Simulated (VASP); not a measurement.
# MgCd2O3: single point with PBE

The system is MgCd2O3.

```xyz
12
Lattice="3.2416 -0.0003 0.0003 -0.0007 5.6050 -0.0017 0.0007 -0.0023 8.0867" Properties=species:S:1:pos:R:3 pbc="T T T"
Mg    0.0000    0.0000    0.0001
Mg    1.6214    2.8000    8.0861
Cd    1.6212    0.9331    2.6137
Cd    3.2417    3.7355    2.6130
Cd    0.0001    1.8669    5.4724
Cd    1.6205    4.6692    5.4717
O     1.6210    0.9317    6.9430
O     3.2414    3.7341    6.9423
O     0.0000    1.8682    1.1429
O     1.6204    4.6706    1.1423
O     0.0004   -0.0011    4.0434
O     1.6208    2.8012    4.0426
```

```json
{
 "Program": "VASP 6.6.1",
 "Task": "single point",
 "Functional": "PBE",
 "Potentials or basis": "VASP PAW PBE potentials, release 64 (Mg_sv, Cd_sv_GW, O)",
 "Cutoff": "840 eV",
 "k mesh": "4 × 4 × 2",
 "Occupations": "gaussian, width 0.1 eV",
 "Spin": "no spin polarisation",
 "Dipole correction": "no",
 "Further INCAR settings": "ALGO = Normal; EDIFF = 1e-06; NBANDS = 80"
}
```

```
Pressure               : -0.2 GPa
Largest force          : 0.008 eV/Å
Band gap on the k mesh : 0.60 eV
```

Forces on the atoms (eV/Å):
```
Mg   0.000  0.000 -0.001
Mg  -0.001  0.000 -0.001
Cd  -0.001  0.000  0.007
Cd  -0.001 -0.001  0.008
Cd   0.000  0.000 -0.007
Cd   0.000  0.000 -0.007
O    0.001 -0.002 -0.007
O    0.001 -0.003 -0.007
O    0.000  0.003  0.008
O    0.000  0.002  0.007
O    0.000 -0.001 -0.001
O    0.000  0.000  0.000
```

Levels at points of the mesh, in eV from the valence-band top:
| k point | band 66 | band 67 | band 68 | band 69 | band 70 | band 71 |
| --- | --- | --- | --- | --- | --- | --- |
| (0.00, 0.00, 0.00) | -0.35 | 0.00 | 0.00 | 0.60 | 4.32 | 4.63 |
| (0.50, 0.00, 0.00) | -0.89 | -0.10 | -0.10 | 5.31 | 5.31 | 5.54 |
| (0.00, 0.50, 0.00) | -0.32 | -0.22 | -0.22 | 3.14 | 3.14 | 4.96 |
| (0.50, 0.50, 0.00) | -0.66 | -0.34 | -0.34 | 4.62 | 4.62 | 5.56 |
| (0.00, 0.00, 0.50) | -0.13 | -0.12 | 0.00 | 2.02 | 2.84 | 4.80 |
| (0.50, 0.00, 0.50) | -0.69 | -0.58 | -0.58 | 5.26 | 5.26 | 5.63 |
| (0.00, 0.50, 0.50) | -0.61 | -0.16 | -0.16 | 3.43 | 3.43 | 4.49 |
| (0.50, 0.50, 0.50) | -0.11 | 0.00 | 0.00 | 4.80 | 4.80 | 5.07 |

Run time: 14 min on 1 thread of Intel(R) Xeon(R) Platinum 8259CL CPU @ 2.50GHz (Skylake/Cascade Lake) (shared host), peak memory 0.62 GiB.

Caveat: the k points lie up to 0.48 Å⁻¹ apart; semilocal functionals underestimate gaps, and a narrow one can read as zero.
